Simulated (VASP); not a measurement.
# MnO (Fm-3m) in VASP: single point with r2SCAN

Aim: the single point of MnO with r2SCAN.

Program: VASP 6.6.1. These are calculated values, not measurements. Logs are shortened: lines on timing, memory, paths and dates and some standing lists are left out, and cuts for length are marked.

## Step 1: The cell of the first run

It takes space group Fm-3m (No. 225, cubic). Conventional cell: a = 4.446 Å, b = 4.446 Å, c = 4.446 Å, α = 90.00°, β = 90.00°, γ = 90.00°. Within 2.9 Å of Mn (site symmetry m-3m) lie 6 O at 2.22 Å. Within 2.9 Å of O (site symmetry m-3m) lie 6 Mn at 2.22 Å.

## Step 2: Single point, r2SCAN, collinear spin, zero start

POSCAR

```
MnO
1.0
    0.0000000000      2.2230000000      2.2230000000
    2.2230000000      0.0000000000      2.2230000000
    2.2230000000      2.2230000000      0.0000000000
Mn O
1 1
Direct
    0.0000000000      0.0000000000      0.0000000000
    0.5000000000      0.5000000000      0.5000000000
```

INCAR.step1

```
ALGO = Normal
EDIFF = 1E-5
ENCUT = 660
GGA = PE
GGA_COMPAT = False
ISMEAR = -1
ISPIN = 2
LASPH = True
LCHARG = False
LMAXMIX = 4
LREAL = False
LWAVE = True
MAGMOM = 0 0
NBANDS = 20
NELM = 200
NUPDOWN = 0.0
PREC = Accurate
SIGMA = 0.1
```

INCAR.step2

```
ALGO = Normal
EDIFF = 1E-6
ENCUT = 660
GGA_COMPAT = False
ISIF = 2
ISMEAR = -1
ISPIN = 2
ISTART = 1
LASPH = True
LCHARG = False
LMAXMIX = 4
LMIXTAU = True
LORBIT = 11
LREAL = False
LWAVE = False
MAGMOM = 0 0
METAGGA = R2SCAN
NBANDS = 20
NELM = 200
NUPDOWN = 0.0
PREC = Accurate
SIGMA = 0.1
```

KPOINTS

```
k-points
0
Gamma
  10 10 10
```

Potentials or basis: VASP PAW PBE potentials, release 64 (Mn_pv, O).

Launch:

```bash
$ cat potpaw_PBE.64/Mn_pv/POTCAR potpaw_PBE.64/O/POTCAR > POTCAR
$ cp INCAR.step1 INCAR
$ mpirun -np 1 vasp_std > vasp.out
$ cp INCAR.step2 INCAR
$ mpirun -np 1 vasp_std > vasp.out
```

OUTCAR:

```text
EDIFF = 1E-6
   ENCUT = 660
   ISIF = 2
   ISMEAR = -1
   ISPIN = 2
   ISTART = 1
   LASPH = True
   LORBIT = 11
   LREAL = False
   METAGGA = R2SCAN
   NELM = 200
   NUPDOWN = 0.0
   PREC = Accurate

 ion  position               nearest neighbor table
   1  0.000  0.000  0.000-   2 2.22   2 2.22   2 2.22   2 2.22   2 2.22   2 2.22
   2  0.500  0.500  0.500-   1 2.22   1 2.22   1 2.22   1 2.22   1 2.22   1 2.22

  LATTYP: Found a face centered cubic cell.
 ALAT       =     4.4460000000

  Lattice vectors:

 A1 = (   0.0000000000,   2.2230000000,   2.2230000000)
 A2 = (   2.2230000000,   0.0000000000,   2.2230000000)
 A3 = (   2.2230000000,   2.2230000000,   0.0000000000)

Analysis of symmetry for initial positions (statically):
=====================================================================
 Subroutine PRICEL returns:
 Original cell was already a primitive cell.

 Routine SETGRP: Setting up the symmetry group for a
 face centered cubic supercell.

 Subroutine GETGRP returns: Found 48 space group operations
 (whereof 48 operations were pure point group operations)
 out of a pool of 48 trial point group operations.

The static configuration has the point symmetry O_h .

Analysis of symmetry for dynamics (positions and initial velocities):
=====================================================================
 Subroutine PRICEL returns:
 Original cell was already a primitive cell.

 Routine SETGRP: Setting up the symmetry group for a
 face centered cubic supercell.

 Subroutine GETGRP returns: Found 48 space group operations
 (whereof 48 operations were pure point group operations)
 out of a pool of 48 trial point group operations.

The dynamic configuration has the point symmetry O_h .

Analysis of structural, dynamic, and magnetic symmetry:
=====================================================================
 Subroutine PRICEL returns:
 Original cell was already a primitive cell.

 Routine SETGRP: Setting up the symmetry group for a
 face centered cubic supercell.

 Subroutine GETGRP returns: Found 48 space group operations
 (whereof 48 operations were pure point group operations)
 out of a pool of 48 trial point group operations.

The overall configuration has the point symmetry O_h .

 Subroutine INISYM returns: Found 48 space group operations
 (whereof 48 operations are pure point group operations),
 and found     1 'primitive' translations

----------------------------------------------------------------------------------------

                                     Primitive cell
[... 114 lines left out ...]
  Thomas-Fermi vector in A             =   2.663027
   LORBIT       =     11    0 simple, 1 ext, 2 COOP (PROOUT), +10 PAW based schemes
   METAGGA = R2SCAN    functional components
   LHFCALC =     F    Hartree Fock is set to
   AEXX    =    0.0000 exact exchange contribution
   IVDW    =     0    specifies the selected vdW correction
   LEPSILON=     F    determine dielectric tensor
   LRPA    =     F    only Hartree local field effects (RPA)
 spin polarized calculation
  energy-cutoff  :      660.00
  volume of cell :       21.97
 maximum number of plane-waves:       873
 NGX is ok and might be reduce to    28
   NGX = 13   NGY = 13   NGZ = 13

 number of electron      18.9999994 magnetization       0.0000000

 number of electron      18.9999994 magnetization      -0.0000000

 Free energy of the ion-electron system (eV)
  ---------------------------------------------------
  ext. energy  EPLUGINS =         0.00000000
  ---------------------------------------------------
  free energy    TOTEN  =       -21.31196322 eV

  energy without entropy =      -21.13692316  energy(sigma->0) =      -21.22444319

 E-fermi :   6.7400     XC(G=0): -12.6510

 val. band max:        6.7374133106   @ k =   0.4000   0.3000   0.0000
 cond. band min:       6.7488321860   @ k =  -0.4000   0.3000   0.1000
 fundamental gap:      0.0114188754
 Fermi energy:         6.7400445531

 spin component 1

 k-point     1 :       0.0000    0.0000    0.0000
  band No.  band energies     occupation
      1     -42.7928      1.00000
      2     -42.7927      1.00000
      3     -42.7905      1.00000
      4     -14.3101      1.00000
      5       3.0622      1.00000
      6       3.0622      1.00000
[... 541 lines left out ...]
     19      33.4905      0.00000
     20      35.3511      0.00000

 [... further k-points ...]

 spin component 2

 k-point     1 :       0.0000    0.0000    0.0000
  band No.  band energies     occupation
      1     -42.7928      1.00000
      2     -42.7927      1.00000
      3     -42.7905      1.00000
      4     -14.3101      1.00000
      5       3.0622      1.00000
      6       3.0622      1.00000
[... 541 lines left out ...]
     19      33.4905      0.00000
     20      35.3511      0.00000

 [... further k-points ...]

------------------------ aborting loop because EDIFF is reached ----------------------------------------

  FORCE on cell =-STRESS in cart. coord.  units (eV):
  Direction    XX          YY          ZZ          XY          YZ          ZX
  --------------------------------------------------------------------------------------
  -------------------------------------------------------------------------------------
  Total       -4.9589123     -4.9589123     -4.9589123      0.0000000      0.0000000     -0.0000000
  in kB     -361.6168239   -361.6168239   -361.6168239      0.0000000      0.0000000     -0.0000000
  external PRESSURE =    -361.6168239 kB  Pullay stress =       0.0000000 kB

 VOLUME and BASIS-vectors are now :
 -----------------------------------------------------------------------------
  energy-cutoff  :      660.00
  volume of cell :       21.97
      direct lattice vectors                 reciprocal lattice vectors
     0.000000000  2.223000000  2.223000000    -0.224921278  0.224921278  0.224921278
     2.223000000  0.000000000  2.223000000     0.224921278 -0.224921278  0.224921278
     2.223000000  2.223000000  0.000000000     0.224921278  0.224921278 -0.224921278

 POSITION                                       TOTAL-FORCE (eV/Angst)
 -----------------------------------------------------------------------------------
      0.00000      0.00000      0.00000        -0.000000     -0.000000     -0.000000
      2.22300      2.22300      2.22300         0.000000      0.000000      0.000000
 -----------------------------------------------------------------------------------
    total drift:                                0.000000      0.000000      0.000000

  FREE ENERGIE OF THE ION-ELECTRON SYSTEM (eV)
  ---------------------------------------------------
  free  energy   TOTEN  =       -21.3119632238 eV

  energy  without entropy=      -21.1369231582  energy(sigma->0) =      -21.22444319

 total charge

# of ion       s       p       d       tot
------------------------------------------
    1        0.179   6.144   5.058  11.381
    2        1.542   3.421   0.000   4.962
--------------------------------------------------
tot          1.721   9.564   5.058  16.343

 magnetization (x)

# of ion       s       p       d       tot
------------------------------------------
    1       -0.000  -0.000  -0.000  -0.000
    2        0.000   0.000   0.000   0.000
--------------------------------------------------
tot         -0.000   0.000  -0.000   0.000
```

OSZICAR.step1:

```text
N       E                     dE             d eps       ncg     rms          rms(c)
DAV:   1     0.189649204621E+03    0.18965E+03   -0.11687E+04  3768   0.131E+03
DAV:   2    -0.738328545449E+01   -0.19703E+03   -0.18452E+03  3868   0.359E+02
DAV:   3    -0.172029769103E+02   -0.98197E+01   -0.96378E+01  4244   0.841E+01
DAV:   4    -0.172828296094E+02   -0.79853E-01   -0.79817E-01  4320   0.781E+00
DAV:   5    -0.172834954536E+02   -0.66584E-03   -0.66583E-03  4188   0.721E-01    0.142E+01
DAV:   6    -0.175208403455E+02   -0.23734E+00   -0.21674E+01  4844   0.475E+01    0.208E+01
DAV:   7    -0.145040338804E+02    0.30168E+01   -0.20071E+01  4236   0.378E+01    0.489E+00
DAV:   8    -0.143578843255E+02    0.14615E+00   -0.53188E-01  4392   0.647E+00    0.183E+00
DAV:   9    -0.143714680861E+02   -0.13584E-01   -0.52727E-02  4376   0.185E+00    0.821E-01
DAV:  10    -0.143633057668E+02    0.81623E-02   -0.63631E-03  4352   0.989E-01    0.341E-01
DAV:  11    -0.143620952967E+02    0.12105E-02   -0.34547E-03  5160   0.585E-01    0.917E-02
DAV:  12    -0.143622246165E+02   -0.12932E-03   -0.47102E-04  4668   0.221E-01    0.124E-01
DAV:  13    -0.143620290997E+02    0.19552E-03   -0.18067E-04  5244   0.168E-01    0.293E-02
DAV:  14    -0.143620212843E+02    0.78155E-05   -0.50823E-05  4672   0.695E-02
   1 F= -.14362021E+02 E0= -.14247223E+02  d E =-.229596E+00  mag=     0.0000
```

Run time: 4.8 min. Hardware: 1 thread of Intel Xeon Platinum 8259CL at 2.50GHz (Skylake/Cascade Lake), shared host; peak memory 0.21 GiB.

Results:

```yaml
Free_energy: -21.3120 eV
Pressure: -36.2 GPa
Net_moment: 0.00 μB per cell
Valence_electrons_inside_the_program's_atomic_spheres: Mn 11.38; O 4.96
```

Caveat: the cell stands under tension; the PAW data sets were made with another functional, which shifts forces and pressure a little; the total moment is fixed, so each spin has its own Fermi level.
